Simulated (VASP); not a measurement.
# Te2Mo in VASP: notebook

The runs below take Te2Mo through single point, with r2SCAN.

Program: VASP 6.6.1. These are calculated values, not measurements. Logs are shortened: lines on timing, memory, paths and dates and some standing lists are left out, and cuts for length are marked.

**Measured values to compare with.**

“Broadband infrared study of pressure-tunable Fano resonance and metallization transition in 2H-MoTe2”, 2022, pmc:9569381 quotes, for a bulk crystal of Te2Mo at 300 K: band gap 0.88 ± 0.05 eV (indirect).

The results are compared with them further down.

## 1. The cell of the first run

Symmetry: P6_3/mmc, No. 194, hexagonal system. The conventional cell has a = 3.483 Å, b = 3.483 Å, c = 13.832 Å, α = 90.00°, β = 90.00°, γ = 120.00°. Te (site symmetry 3m) has 3 Mo at 2.69 Å and 7 Te at 3.48 to 3.57 Å within 3.6 Å. Mo (site symmetry -6m2) has 6 Te at 2.69 Å and 6 Mo at 3.48 Å within 3.5 Å.

## 2. Single point, r2SCAN

Contents of POSCAR:

```
Te2Mo
1.0
    3.4826601964      0.0000000000      0.0000000000
   -1.7413300982      3.0160722029      0.0000000000
    0.0000000000      0.0000000000     13.8324428744
Te Mo
4 2
Direct
    0.6666666667      0.3333333333      0.3790000000
    0.3333333333      0.6666666667      0.8790000000
    0.6666666667      0.3333333333      0.1210000000
    0.3333333333      0.6666666667      0.6210000000
    0.6666666667      0.3333333333      0.7500000000
    0.3333333333      0.6666666667      0.2500000000
```

Contents of INCAR.step1:

```
PREC = Accurate ; ENCUT = 520
ISMEAR = 0 ; SIGMA = 0.02
LREAL = False ; LASPH = True
NELM = 80 ; NBANDS = 35
GGA = PE ; ALGO = Normal
EDIFF = 1E-4 ; LWAVE = True
LCHARG = False
```

Contents of INCAR.step2:

```
PREC = Accurate ; ENCUT = 520
EDIFF = 1E-6 ; ISMEAR = 0
SIGMA = 0.02 ; LREAL = False
LASPH = True ; NELM = 80
ALGO = Normal ; ISIF = 2
LWAVE = False ; LCHARG = False
METAGGA = R2SCAN ; LMIXTAU = True
NBANDS = 35 ; ISTART = 1
```

Contents of KPOINTS:

```
Automatic mesh
0
Gamma
  10 10 3
```

Potentials or basis: VASP PAW PBE potentials, release 64 (Te, Mo_sv).

Command:

```console
cat potpaw_PBE.64/Te/POTCAR potpaw_PBE.64/Mo_sv/POTCAR > POTCAR
cp INCAR.step1 INCAR
mpirun -np 1 vasp_std > vasp.out
cp INCAR.step2 INCAR
mpirun -np 1 vasp_std > vasp.out
```

OUTCAR:

```text
PREC = Accurate
   ENCUT = 520
   EDIFF = 1E-6
   ISMEAR = 0
   LREAL = False
   LASPH = True
   NELM = 80
   ISIF = 2
   METAGGA = R2SCAN
   ISTART = 1

 ion  position               nearest neighbor table
   1  0.667  0.333  0.379-   6 2.69   6 2.69   6 2.69   3 3.57
   2  0.333  0.667  0.879-   5 2.69   5 2.69   5 2.69   4 3.57
   3  0.667  0.333  0.121-   6 2.69   6 2.69   6 2.69   1 3.57
   4  0.333  0.667  0.621-   5 2.69   5 2.69   5 2.69   2 3.57
   5  0.667  0.333  0.750-   2 2.69   4 2.69   2 2.69   4 2.69   2 2.69   4 2.69
   6  0.333  0.667  0.250-   1 2.69   3 2.69   1 2.69   3 2.69   1 2.69   3 2.69

  LATTYP: Found a hexagonal cell.
 ALAT       =     3.4826601964
 C/A-ratio  =     3.9718037633

  Lattice vectors:

 A1 = (   3.4826601964,   0.0000000000,   0.0000000000)
 A2 = (  -1.7413300982,   3.0160722029,   0.0000000000)
 A3 = (   0.0000000000,   0.0000000000,  13.8324428744)

Analysis of symmetry for initial positions (statically):
=====================================================================
 Subroutine PRICEL returns:
 Original cell was already a primitive cell.

 Routine SETGRP: Setting up the symmetry group for a
 hexagonal supercell.

 Subroutine GETGRP returns: Found 24 space group operations
 (whereof 12 operations were pure point group operations)
 out of a pool of 24 trial point group operations.

The static configuration has the point symmetry D_3d.
 The point group associated with its full space group is D_6h.

Analysis of symmetry for dynamics (positions and initial velocities):
=====================================================================
 Subroutine PRICEL returns:
 Original cell was already a primitive cell.

 Routine SETGRP: Setting up the symmetry group for a
 hexagonal supercell.

 Subroutine GETGRP returns: Found 24 space group operations
 (whereof 12 operations were pure point group operations)
 out of a pool of 24 trial point group operations.

The dynamic configuration has the point symmetry D_3d.
 The point group associated with its full space group is D_6h.

 Subroutine INISYM returns: Found 24 space group operations
 (whereof 12 operations are pure point group operations),
 and found     1 'primitive' translations

----------------------------------------------------------------------------------------

                                     Primitive cell

[... 95 lines left out ...]
   LASPH  =      T    aspherical Exc in radial PAW
   ENCUT  =  520.0 eV  38.22 Ry    6.18 a.u.   6.48  6.48 25.72*2*pi/ulx,y,z
   NELM   =     80;   NELMIN=  2; NELMDL=  0     # of ELM steps
   EDIFF  = 0.1E-05   stopping-criterion for ELM
   LREAL  =      F    real-space projection
   EDIFFG = 0.1E-04   stopping-criterion for IOM
   NSW    =      0    number of steps for IOM
   IBRION =     -1    ionic relax: 0-MD 1-quasi-New 2-CG
   NFREE  =      0    steps in history (QN), initial steepest desc. (CG)
   ISIF   =      2    stress and relaxation
   ISYM   =      2    0-nonsym 1-usesym 2-fastsym
   POTIM  = 0.5000    time-step for ionic-motion
   TEBEG  =    0.0;   TEEND  =   0.0 temperature during run
   PSTRESS=    0.0 pullay stress
   NELECT =      52.0000    total number of electrons
   NUPDOWN=      -1.0000    fix difference up-down
   EMIN   =  10.00;   EMAX   =-10.00  energy-range for DOS
   EFERMI =   0.00;   METHOD = LEGACY
   ISMEAR =     0;   SIGMA  =   0.02  broadening in eV -4-tet -1-fermi 0-gaus
   EFERMI_NEDOS =   21; number of points for ismear=-14 and -15
   IALGO  =     38    algorithm
   IMIX   =      4    mixing-type and parameters
     AMIX     =   0.40;   BMIX     =  1.00
     AMIX_MAG =   1.60;   BMIX_MAG =  1.00
  volume/ion in A,a.u.               =      24.22       163.42
  Fermi-wavevector in a.u.,A,eV,Ry     =   1.162319  2.196465 18.381276  1.350986
  Thomas-Fermi vector in A             =   2.298881
   LORBIT       =      0    0 simple, 1 ext, 2 COOP (PROOUT), +10 PAW based schemes
   METAGGA = R2SCAN    functional components
   LHFCALC =     F    Hartree Fock is set to
   AEXX    =    0.0000 exact exchange contribution
   IVDW    =     0    specifies the selected vdW correction
   LEPSILON=     F    determine dielectric tensor
   LRPA    =     F    only Hartree local field effects (RPA)
 non-spin polarized calculation
 Gauss-broadening in eV      SIGMA  =   0.02
  energy-cutoff  :      520.00
  volume of cell :      145.30
 maximum number of plane-waves:      3964
 NGX is ok and might be reduce to    28
   NGX = 13   NGY = 13   NGZ = 51

 number of electron      51.9999996 magnetization

 Free energy of the ion-electron system (eV)
  ---------------------------------------------------
  ext. energy  EPLUGINS =         0.00000000
  ---------------------------------------------------
  free energy    TOTEN  =      -155.47161651 eV

  energy without entropy =     -155.47161651  energy(sigma->0) =     -155.47161651

 E-fermi :   8.6025     XC(G=0): -11.1853

 val. band max:        8.4962990984   @ k =   0.0000   0.0000   0.0000
 cond. band min:       9.2951727657   @ k =   0.2000   0.2000   0.0000
 fundamental gap:      0.7988736673
 Fermi energy:         8.6025088790

 k-point     1 :       0.0000    0.0000    0.0000
  band No.  band energies     occupation
      1     -54.2652      2.00000
      2     -54.2652      2.00000
      3     -27.7385      2.00000
      4     -27.7385      2.00000
      5     -27.5919      2.00000
      6     -27.5919      2.00000
[... 901 lines left out ...]
     34      12.4050      0.00000
     35      13.2034      0.00000

 [... further k-points ...]
[... 5 lines left out ...]
  --------------------------------------------------------------------------------------
  -------------------------------------------------------------------------------------
  Total        5.2917580      5.2917580      5.4884789     -0.0000000     -0.0000000      0.0000000
  in kB       58.3524146     58.3524146     60.5216644     -0.0000000     -0.0000000      0.0000000
  external PRESSURE =      59.0754979 kB  Pullay stress =       0.0000000 kB

 VOLUME and BASIS-vectors are now :
 -----------------------------------------------------------------------------
  energy-cutoff  :      520.00
  volume of cell :      145.30
      direct lattice vectors                 reciprocal lattice vectors
     3.482660196  0.000000000  0.000000000     0.287136827  0.165778525  0.000000000
    -1.741330098  3.016072203  0.000000000     0.000000000  0.331557049  0.000000000
     0.000000000  0.000000000 13.832442874     0.000000000  0.000000000  0.072293810

 POSITION                                       TOTAL-FORCE (eV/Angst)
 -----------------------------------------------------------------------------------
      1.74133      1.00536      5.24250         0.000000     -0.000000      0.393350
     -0.00000      2.01071     12.15872        -0.000000     -0.000000      0.393350
      1.74133      1.00536      1.67373         0.000000     -0.000000     -0.393350
     -0.00000      2.01071      8.58995        -0.000000     -0.000000     -0.393350
      1.74133      1.00536     10.37433        -0.000000     -0.000000      0.000000
     -0.00000      2.01071      3.45811         0.000000      0.000000      0.000000
 -----------------------------------------------------------------------------------
    total drift:                               -0.000000      0.000000     -0.000000

  FREE ENERGIE OF THE ION-ELECTRON SYSTEM (eV)
  ---------------------------------------------------
  free  energy   TOTEN  =      -155.4716165084 eV

  energy  without entropy=     -155.4716165084  energy(sigma->0) =     -155.47161651
```

OUTCAR.step1:

```text
PREC = Accurate
   ENCUT = 520
   ISMEAR = 0
   LREAL = False
   LASPH = True
[... 1151 lines left out ...]
      1.74133      1.00536      1.67373         0.000000     -0.000000     -0.635329
     -0.00000      2.01071      8.58995         0.000000      0.000000     -0.635329
      1.74133      1.00536     10.37433         0.000000      0.000000      0.000000
     -0.00000      2.01071      3.45811        -0.000000     -0.000000      0.000000
 -----------------------------------------------------------------------------------
    total drift:                               -0.000000      0.000000     -0.000000

  FREE ENERGIE OF THE ION-ELECTRON SYSTEM (eV)
  ---------------------------------------------------
  free  energy   TOTEN  =       -35.8572721150 eV

  energy  without entropy=      -35.8572721150  energy(sigma->0) =      -35.85727211
```

OSZICAR.step1:

```text
N       E                     dE             d eps       ncg     rms          rms(c)
DAV:   1     0.406548138100E+03    0.40655E+03   -0.27046E+04  2208   0.134E+03
DAV:   2    -0.145602567085E+02   -0.42111E+03   -0.40771E+03  2371   0.325E+02
DAV:   3    -0.365521980305E+02   -0.21992E+02   -0.21515E+02  2386   0.648E+01
DAV:   4    -0.370406053030E+02   -0.48841E+00   -0.48659E+00  2314   0.976E+00
DAV:   5    -0.370520015943E+02   -0.11396E-01   -0.11393E-01  2426   0.153E+00    0.231E+01
DAV:   6    -0.362605454982E+02    0.79146E+00   -0.47794E+00  2174   0.122E+01    0.901E+00
DAV:   7    -0.362388591795E+02    0.21686E-01   -0.38860E+00  2041   0.954E+00    0.605E+00
DAV:   8    -0.358568683795E+02    0.38199E+00   -0.89995E-01  2082   0.525E+00    0.275E+00
DAV:   9    -0.358639688412E+02   -0.71005E-02   -0.17392E-01  2297   0.188E+00    0.119E+00
DAV:  10    -0.358570935928E+02    0.68752E-02   -0.30008E-02  2108   0.102E+00    0.371E-01
DAV:  11    -0.358574134966E+02   -0.31990E-03   -0.18217E-03  2201   0.206E-01    0.192E-01
DAV:  12    -0.358573120204E+02    0.10148E-03   -0.29987E-04  1844   0.802E-02    0.143E-01
DAV:  13    -0.358572721150E+02    0.39905E-04   -0.10362E-04  1181   0.553E-02
   1 F= -.35857272E+02 E0= -.35857272E+02  d E =-.113890E-17
```

It took 3.9 min on 1 thread of Intel Xeon 6975P-C (Granite Rapids), shared host; peak memory 0.37 GiB.

Results:

| Item | Value |
| --- | --- |
| Free energy | -155.4716 eV |
| Pressure | 5.9 GPa |
| Largest force | 0.393 eV/Å |
| Band gap on the k mesh | 0.80 eV (least direct gap 1.30 eV) |

Forces on the atoms (eV/Å):
```
Te   0.000  0.000  0.393
Te   0.000  0.000  0.393
Te   0.000  0.000 -0.393
Te   0.000  0.000 -0.393
Mo   0.000  0.000  0.000
Mo   0.000  0.000  0.000
```

Caveat: the cell stands under pressure; the PAW data sets were made with another functional, which shifts forces and pressure a little; spin-orbit coupling is left out, which moves the levels of the heavy elements; an odd mesh through Γ misses points on the zone boundary, where band edges can lie.

(Part 1 of 2 ends here.)
